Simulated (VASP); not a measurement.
# SrCl2 (Fm-3m) in VASP: settings compared

SrCl2 is run at these levels: PBE, PBE-based screened hybrid with 5 % exact exchange, PBE-based screened hybrid with 10 % exact exchange; tasks: single point.

Everything below comes from runs of VASP 6.6.1. Logs are shortened: lines on timing, memory, paths and dates and some standing lists are left out, and cuts for length are marked.

### Step 1. The cell of the first run

Symmetry: Fm-3m, No. 225, cubic system. Conventional cell: a = 6.977 Å, b = 6.977 Å, c = 6.977 Å, α = 90.00°, β = 90.00°, γ = 90.00°. Within 4.0 Å of Sr (site symmetry m-3m) lie 8 Cl at 3.02 Å. Cl (site symmetry -43m) has 4 Sr at 3.02 Å and 6 Cl at 3.49 Å within 4.0 Å.

### Step 2. Single point, PBE

The input, INCAR:

```
PREC     = Accurate       # precision mode
ENCUT    = 520            # plane-wave cutoff, eV
EDIFF    = 1E-7           # SCF threshold, eV
ISMEAR   = -1             # smearing method
SIGMA    = 0.03           # smearing width, eV
LREAL    = False          # projectors in reciprocal space
LASPH    = True           # aspherical terms in the spheres
NELM     = 80             # most SCF steps
ALGO     = Normal         # electronic algorithm
ISIF     = 2              # what is computed and relaxed
LWAVE    = False          # write WAVECAR
LCHARG   = True           # write CHGCAR
GGA      = PE             # functional
LELF     = True           # ELF
LVHAR    = True         
NBANDS   = 19             # bands
```

The input, KPOINTS:

```
regular mesh
0
Gamma
  4 4 4
```

The input, POSCAR:

```
SrCl2
1.0
    0.0000000000      3.4883500000      3.4883500000
    3.4883500000      0.0000000000      3.4883500000
    3.4883500000      3.4883500000      0.0000000000
Sr Cl
1 2
Direct
    0.0000000000      0.0000000000      0.0000000000
    0.7500000000      0.7500000000      0.7500000000
    0.2500000000      0.2500000000      0.2500000000
```

Potentials or basis: VASP PAW PBE potentials, release 64 (Sr_sv, Cl).

The run is started by

```sh
$ cat potpaw_PBE.64/Sr_sv/POTCAR potpaw_PBE.64/Cl/POTCAR > POTCAR
$ mpirun -np 1 vasp_std > vasp.out
```

OUTCAR:

```text
PREC = Accurate
   ENCUT = 520
   EDIFF = 1E-7
   ISMEAR = -1
   LREAL = False
   LASPH = True
   NELM = 80
   ISIF = 2
   GGA = PE

 ion  position               nearest neighbor table
   1  0.000  0.000  0.000-   2 3.02   2 3.02   2 3.02   2 3.02   3 3.02   3 3.02   3 3.02   3 3.02

   2  0.750  0.750  0.750-   1 3.02   1 3.02   1 3.02   1 3.02
   3  0.250  0.250  0.250-   1 3.02   1 3.02   1 3.02   1 3.02

  LATTYP: Found a face centered cubic cell.
 ALAT       =     6.9767000000

  Lattice vectors:

 A1 = (   0.0000000000,   3.4883500000,   3.4883500000)
 A2 = (   3.4883500000,   0.0000000000,   3.4883500000)
 A3 = (   3.4883500000,   3.4883500000,   0.0000000000)

Analysis of symmetry for initial positions (statically):
=====================================================================
 Subroutine PRICEL returns:
 Original cell was already a primitive cell.

 Routine SETGRP: Setting up the symmetry group for a
 face centered cubic supercell.

 Subroutine GETGRP returns: Found 48 space group operations
 (whereof 48 operations were pure point group operations)
 out of a pool of 48 trial point group operations.

The static configuration has the point symmetry O_h .

Analysis of symmetry for dynamics (positions and initial velocities):
=====================================================================
 Subroutine PRICEL returns:
 Original cell was already a primitive cell.

 Routine SETGRP: Setting up the symmetry group for a
 face centered cubic supercell.

 Subroutine GETGRP returns: Found 48 space group operations
 (whereof 48 operations were pure point group operations)
 out of a pool of 48 trial point group operations.

The dynamic configuration has the point symmetry O_h .

 Subroutine INISYM returns: Found 48 space group operations
 (whereof 48 operations are pure point group operations),
 and found     1 'primitive' translations

----------------------------------------------------------------------------------------

                                     Primitive cell

  volume of cell :      84.8966

  direct lattice vectors                    reciprocal lattice vectors
     0.000000000  3.488350000  3.488350000    -0.143334241  0.143334241  0.143334241
     3.488350000  0.000000000  3.488350000     0.143334241 -0.143334241  0.143334241
     3.488350000  3.488350000  0.000000000     0.143334241  0.143334241 -0.143334241

  length of vectors
     4.933271880  4.933271880  4.933271880     0.248262188  0.248262188  0.248262188

  position of ions in fractional coordinates (direct lattice)
     0.000000000  0.000000000  0.000000000
     0.750000000  0.750000000  0.750000000
     0.250000000  0.250000000  0.250000000

  ion indices of the primitive-cell ions
   primitive index   ion index
                 1           1
                 2           2
                 3           3

----------------------------------------------------------------------------------------

 KPOINTS: regular mesh

Automatic generation of k-mesh.
 Grid dimensions read from file:
 generate k-points for:    4    4    4

 Generating k-lattice:

  Cartesian coordinates                     Fractional coordinates (reciprocal lattice)
    -0.035833560  0.035833560  0.035833560     0.250000000  0.000000000  0.000000000
     0.035833560 -0.035833560  0.035833560     0.000000000  0.250000000  0.000000000
     0.035833560  0.035833560 -0.035833560     0.000000000  0.000000000  0.250000000

  Length of vectors
     0.062065547  0.062065547  0.062065547

  Shift w.r.t. Gamma in fractional coordinates (k-lattice)
     0.000000000  0.000000000  0.000000000

 Subroutine IBZKPT returns following result:
 ===========================================

 Found      8 irreducible k-points:

 Following reciprocal coordinates:
            Coordinates               Weight
  0.000000  0.000000  0.000000      1.000000
  0.250000  0.000000  0.000000      8.000000
  0.500000  0.000000  0.000000      4.000000
  0.250000  0.250000  0.000000      6.000000
  0.500000  0.250000  0.000000     24.000000
 -0.250000  0.250000  0.000000     12.000000
  0.500000  0.500000  0.000000      3.000000
 -0.250000  0.500000  0.250000      6.000000
   k-points           NKPTS =      8   k-points in BZ     NKDIM =      8   number of bands    NBANDS=     19
   number of dos      NEDOS =    301   number of ions     NIONS =      3
   total plane-waves  NPLWV =  64000
   dimension x,y,z NGX =    40 NGY =   40 NGZ =   40
   dimension x,y,z NGXF=    80 NGYF=   80 NGZF=   80
   ions per type =               1   2
   NGX,Y,Z   is equivalent  to a cutoff of  13.48, 13.48, 13.48 a.u.
   NGXF,Y,Z  is equivalent  to a cutoff of  26.96, 26.96, 26.96 a.u.
 SYSTEM =  unknown system
   PREC   = accura    normal or accurate (medium, high low for compatibility)
   ISTART =      0    job   : 0-new  1-cont  2-samecut
   ICHARG =      2    charge: 1-file 2-atom 10-const
   ISPIN  =      1    spin polarized calculation?
   LNONCOLLINEAR =      F non collinear calculations
   LSORBIT =      F    spin-orbit coupling
   LASPH  =      T    aspherical Exc in radial PAW
   ENCUT  =  520.0 eV  38.22 Ry    6.18 a.u.   9.17  9.17  9.17*2*pi/ulx,y,z
   NELM   =     80;   NELMIN=  2; NELMDL= -5     # of ELM steps
   EDIFF  = 0.1E-06   stopping-criterion for ELM
   LREAL  =      F    real-space projection
   EDIFFG = 0.1E-05   stopping-criterion for IOM
   NSW    =      0    number of steps for IOM
   IBRION =     -1    ionic relax: 0-MD 1-quasi-New 2-CG
   NFREE  =      0    steps in history (QN), initial steepest desc. (CG)
   ISIF   =      2    stress and relaxation
   ISYM   =      2    0-nonsym 1-usesym 2-fastsym
   POTIM  = 0.5000    time-step for ionic-motion
   TEBEG  =    0.0;   TEEND  =   0.0 temperature during run
   PSTRESS=    0.0 pullay stress
   NELECT =      24.0000    total number of electrons
   NUPDOWN=      -1.0000    fix difference up-down
   EMIN   =  10.00;   EMAX   =-10.00  energy-range for DOS
   EFERMI =   0.00;   METHOD = LEGACY
   ISMEAR =    -1;   SIGMA  =   0.03  broadening in eV -4-tet -1-fermi 0-gaus
   EFERMI_NEDOS =   21; number of points for ismear=-14 and -15
   IALGO  =     38    algorithm
   IMIX   =      4    mixing-type and parameters
     AMIX     =   0.40;   BMIX     =  1.00
     AMIX_MAG =   1.60;   BMIX_MAG =  1.00
  volume/ion in A,a.u.               =      28.30       190.97
  Fermi-wavevector in a.u.,A,eV,Ry     =   1.074439  2.030396 15.706833  1.154420
  Thomas-Fermi vector in A             =   2.210267
   LORBIT       =      0    0 simple, 1 ext, 2 COOP (PROOUT), +10 PAW based schemes
   GGA     = PE    functional components
   LHFCALC =     F    Hartree Fock is set to
   AEXX    =    0.0000 exact exchange contribution
   IVDW    =     0    specifies the selected vdW correction
   LEPSILON=     F    determine dielectric tensor
   LRPA    =     F    only Hartree local field effects (RPA)
 non-spin polarized calculation
  energy-cutoff  :      520.00
  volume of cell :       84.90
 maximum number of plane-waves:      2302
 NGX is ok and might be reduce to    40
   NGX = 19   NGY = 19   NGZ = 19

 number of electron      24.0000003 magnetization

 Free energy of the ion-electron system (eV)
  ---------------------------------------------------
  ext. energy  EPLUGINS =         0.00000000
  ---------------------------------------------------
  free energy    TOTEN  =       -12.78231785 eV

  energy without entropy =      -12.78231785  energy(sigma->0) =      -12.78231785

 E-fermi :   0.8457     XC(G=0):  -8.2829

 val. band max:        0.1526188223   @ k =   0.5000   0.5000   0.0000
 cond. band min:       5.4908222151   @ k =   0.0000   0.0000   0.0000
 fundamental gap:      5.3382033927
 Fermi energy:         0.8457341811

 k-point     1 :       0.0000    0.0000    0.0000
  band No.  band energies     occupation
      1     -32.7344      2.00000
      2     -14.7260      2.00000
      3     -14.7260      2.00000
      4     -14.7260      2.00000
      5     -13.1527      2.00000
      6     -12.3027      2.00000
[... 11 lines left out ...]
     18       9.1881      0.00000
     19       9.4667      0.00000

 k-point     2 :       0.2500    0.0000    0.0000
  band No.  band energies     occupation
      1     -32.7328      2.00000
      2     -14.8877      2.00000
      3     -14.7329      2.00000
      4     -14.7329      2.00000
      5     -12.8767      2.00000
      6     -12.4023      2.00000
[... 11 lines left out ...]
     18       8.7811      0.00000
     19       9.7661      0.00000

 k-point     3 :       0.5000    0.0000    0.0000
  band No.  band energies     occupation
      1     -32.7312      2.00000
      2     -15.0096      2.00000
      3     -14.7398      2.00000
      4     -14.7398      2.00000
      5     -12.7542      2.00000
      6     -12.3756      2.00000
[... 11 lines left out ...]
     18       8.7724      0.00000
     19       8.9327      0.00000

 k-point     4 :       0.2500    0.2500    0.0000
  band No.  band energies     occupation
      1     -32.7322      2.00000
      2     -14.9246      2.00000
      3     -14.7425      2.00000
      4     -14.7425      2.00000
      5     -12.7573      2.00000
      6     -12.4595      2.00000
[... 11 lines left out ...]
     18       8.6181      0.00000
     19       9.2346      0.00000

 k-point     5 :       0.5000    0.2500    0.0000
  band No.  band energies     occupation
      1     -32.7306      2.00000
      2     -14.9879      2.00000
      3     -14.8164      2.00000
      4     -14.7493      2.00000
      5     -12.5914      2.00000
      6     -12.4586      2.00000
[... 11 lines left out ...]
     18       9.0699      0.00000
     19       9.8150      0.00000

 k-point     6 :      -0.2500    0.2500    0.0000
  band No.  band energies     occupation
      1     -32.7312      2.00000
      2     -14.9345      2.00000
      3     -14.8349      2.00000
      4     -14.7398      2.00000
      5     -12.6294      2.00000
      6     -12.4758      2.00000
[... 11 lines left out ...]
     18       8.6888      0.00000
     19      10.0505      0.00000

 k-point     7 :       0.5000    0.5000    0.0000
  band No.  band energies     occupation
      1     -32.7301      2.00000
      2     -15.0712      2.00000
      3     -14.7588      2.00000
      4     -14.7588      2.00000
      5     -12.6058      2.00000
      6     -12.3946      2.00000
[... 11 lines left out ...]
     18       8.8212      0.00000
     19      10.0893      0.00000

 k-point     8 :      -0.2500    0.5000    0.2500
  band No.  band energies     occupation
      1     -32.7301      2.00000
      2     -14.9241      2.00000
      3     -14.9241      2.00000
      4     -14.7592      2.00000
      5     -12.4913      2.00000
      6     -12.4913      2.00000
[... 11 lines left out ...]
     18       9.6420      0.00000
     19      10.7943      0.00000

------------------------ aborting loop because EDIFF is reached ----------------------------------------

  FORCE on cell =-STRESS in cart. coord.  units (eV):
  Direction    XX          YY          ZZ          XY          YZ          ZX
  --------------------------------------------------------------------------------------
  -------------------------------------------------------------------------------------
  Total        0.5715436      0.5715436      0.5715436      0.0000000     -0.0000000      0.0000000
  in kB       10.7862325     10.7862325     10.7862325      0.0000000     -0.0000000      0.0000000
  external PRESSURE =      10.7862325 kB  Pullay stress =       0.0000000 kB

 VOLUME and BASIS-vectors are now :
 -----------------------------------------------------------------------------
  energy-cutoff  :      520.00
  volume of cell :       84.90
      direct lattice vectors                 reciprocal lattice vectors
     0.000000000  3.488350000  3.488350000    -0.143334241  0.143334241  0.143334241
     3.488350000  0.000000000  3.488350000     0.143334241 -0.143334241  0.143334241
     3.488350000  3.488350000  0.000000000     0.143334241  0.143334241 -0.143334241

 POSITION                                       TOTAL-FORCE (eV/Angst)
 -----------------------------------------------------------------------------------
      0.00000      0.00000      0.00000        -0.000000      0.000000     -0.000000
      5.23252      5.23252      5.23252        -0.000000     -0.000000     -0.000000
      1.74418      1.74418      1.74418         0.000000      0.000000      0.000000
 -----------------------------------------------------------------------------------
    total drift:                               -0.000000     -0.000000      0.000000

  FREE ENERGIE OF THE ION-ELECTRON SYSTEM (eV)
  ---------------------------------------------------
  free  energy   TOTEN  =       -12.7823178524 eV

  energy  without entropy=      -12.7823178524  energy(sigma->0) =      -12.78231785
```

Run time: 26 s. Hardware: 1 thread of Intel Xeon 8259CL, shared host; peak memory 0.23 GiB.

What came out:

```yaml
Free_energy: -12.7823 eV
Pressure: 1.1 GPa
Band_gap_on_the_k_mesh: 5.34 eV (least direct gap 5.51 eV)
```

A k mesh can miss the band edges. PBE gaps usually lie below the measured ones, often by a third to a half.

### Step 3. Single point, PBE-based screened hybrid with 5 % exact exchange

POSCAR is that of step 2.

The input, INCAR.step1:

```
PREC = Accurate ; ENCUT = 400
EDIFF = 1E-5 ; ISMEAR = -1
SIGMA = 0.05 ; LREAL = False
LASPH = True ; NELM = 120
ALGO = Normal ; ISIF = 2
LWAVE = True ; GGA = PE
NBANDS = 19 ; GGA_COMPAT = False
```

The input, INCAR.step2:

```
PREC = Accurate ; ENCUT = 400
EDIFF = 1E-6 ; ISMEAR = -1
SIGMA = 0.05 ; LREAL = False
LASPH = True ; NELM = 120
ALGO = Normal ; ISIF = 2
LWAVE = False ; LCHARG = True
GGA = PE ; LHFCALC = True
AEXX = 0.05 ; HFSCREEN = 0.2
PRECFOCK = Normal ; LELF = True
LVHAR = True ; ISTART = 1
NBANDS = 19 ; GGA_COMPAT = False
```

The input, KPOINTS:

```
Automatic mesh
0
Gamma
  4 4 4
```

Potentials or basis: VASP PAW PBE potentials, release 64 (Sr_sv, Cl).

The run is started by

```sh
$ cat potpaw_PBE.64/Sr_sv/POTCAR potpaw_PBE.64/Cl/POTCAR > POTCAR
$ cp INCAR.step1 INCAR
$ mpirun -np 1 vasp_std > vasp.out
$ cp INCAR.step2 INCAR
$ mpirun -np 1 vasp_std > vasp.out
```

Run time: 6.8 min. Hardware: 1 thread of Intel Xeon 6975P-C (Granite Rapids), shared host; peak memory 0.29 GiB.

The run converged. Its results:

- Free energy: -13.1840 eV
- Pressure: 0.9 GPa
- Band gap on the k mesh: 5.59 eV (least direct gap 5.77 eV)

Levels at points of the mesh, in eV from the valence-band top:
| k point | band 8 | band 9 | band 10 | band 11 | band 12 | band 13 | band 14 | band 15 | band 16 | band 17 |
| --- | --- | --- | --- | --- | --- | --- | --- | --- | --- | --- |
| (0.00, 0.00, 0.00) | -2.16 | -2.16 | -0.34 | -0.34 | -0.34 | 5.59 | 6.38 | 6.38 | 9.30 | 9.30 |
| (0.50, 0.00, 0.00) | -1.59 | -1.52 | -1.34 | -1.07 | -1.07 | 7.01 | 7.01 | 7.82 | 8.12 | 8.95 |
| (0.50, 0.50, 0.00) | -1.91 | -1.91 | -0.41 | -0.41 | 0.00 | 5.77 | 7.34 | 7.92 | 8.33 | 8.33 |

Caveat: the PAW data sets were made with another functional, which shifts forces and pressure a little. A k mesh can miss the band edges.

### Step 4. Single point, PBE-based screened hybrid with 10 % exact exchange

POSCAR is that of step 3.

The input, INCAR.step1:

```
SYSTEM = SrCl2
PREC     = Accurate       ! precision mode
ENCUT    = 400            ! plane-wave cutoff, eV
EDIFF    = 1E-5           ! SCF threshold, eV
ISMEAR   = -1             ! smearing method
SIGMA    = 0.05           ! smearing width, eV
LREAL    = .False.        ! projectors in reciprocal space
LASPH    = .True.         ! aspherical terms in the spheres
NELM     = 120            ! most SCF steps
ALGO     = Normal         ! electronic algorithm
ISIF     = 2              ! what is computed and relaxed
LWAVE    = .True.         ! write WAVECAR
GGA      = PE             ! functional
NBANDS   = 19             ! bands
GGA_COMPAT= .False.
```

The input, INCAR.step2:

```
SYSTEM = SrCl2
PREC     = Accurate       ! precision mode
ENCUT    = 400            ! plane-wave cutoff, eV
EDIFF    = 1E-6           ! SCF threshold, eV
ISMEAR   = -1             ! smearing method
SIGMA    = 0.05           ! smearing width, eV
LREAL    = .False.        ! projectors in reciprocal space
LASPH    = .True.         ! aspherical terms in the spheres
NELM     = 120            ! most SCF steps
ALGO     = Normal         ! electronic algorithm
ISIF     = 2              ! what is computed and relaxed
LWAVE    = .False.        ! write WAVECAR
LCHARG   = .True.         ! write CHGCAR
GGA      = PE             ! functional
LHFCALC  = .True.         ! exact exchange
AEXX     = 0.1            ! exact-exchange fraction
HFSCREEN = 0.2            ! screening, 1/A
PRECFOCK = Normal       
LELF     = .True.         ! ELF
LVHAR    = .True.       
ISTART   = 1            
NBANDS   = 19             ! bands
GGA_COMPAT= .False.
```

The input, KPOINTS:

```
regular mesh
0
Gamma
  4 4 4
  0 0 0
```

The run is started by

```sh
$ cat potpaw_PBE.64/Sr_sv/POTCAR potpaw_PBE.64/Cl/POTCAR > POTCAR
$ cp INCAR.step1 INCAR
$ mpirun -np 1 vasp_std > vasp.out
$ cp INCAR.step2 INCAR
$ mpirun -np 1 vasp_std > vasp.out
```

Wall time 7 min (1 thread of Intel Xeon 6975P-C (Granite Rapids), shared host); peak memory 0.29 GiB.

Results (log left out):

| Quantity | Value |
| --- | --- |
| Free energy | -13.5917 eV |
| Pressure | 0.8 GPa |
| Band gap on the k mesh | 5.85 eV (least direct gap 6.03 eV) |

Levels at points of the mesh, in eV from the valence-band top:
| k point | band 10 | band 11 | band 12 | band 13 | band 14 | band 15 |
| --- | --- | --- | --- | --- | --- | --- |
| (0.00, 0.00, 0.00) | -0.35 | -0.35 | -0.35 | 5.85 | 6.67 | 6.67 |
| (0.50, 0.00, 0.00) | -1.36 | -1.08 | -1.08 | 7.31 | 7.31 | 8.14 |
| (0.50, 0.50, 0.00) | -0.41 | -0.41 | 0.00 | 6.03 | 7.65 | 8.24 |

Caveat: the PAW data sets were made with another functional, which shifts forces and pressure a little.

### Step 5. The runs side by side

```csv
level,cutoff (eV),smearing,grid for exact exchange (PRECFOCK),share of exact exchange,screening parameter,gap on the mesh (eV),pressure (GPa)
PBE,520,fermi-dirac 0.03 eV,-,-,-,5.34,1.1
PBE-based screened hybrid with 5 % exact exchange,400,fermi-dirac 0.05 eV,Normal,0.05,0.2 1/Å,5.59,0.9
PBE-based screened hybrid with 10 % exact exchange,400,fermi-dirac 0.05 eV,Normal,0.1,0.2 1/Å,5.85,0.8
```

Alike in all rows: task single point; potentials or basis VASP PAW PBE potentials, release 64 (Sr_sv, Cl); no spin polarisation; cell as given; k mesh 4 × 4 × 4.

On the cell as given the gap runs from 5.34 eV (PBE) to 5.85 eV (PBE-based screened hybrid with 10 % exact exchange).

Caveats: the PAW data sets were made with another functional, which shifts forces and pressure a little (at least some runs).

Total energies depend on the potentials used, so only differences within one code and one set of settings carry meaning.
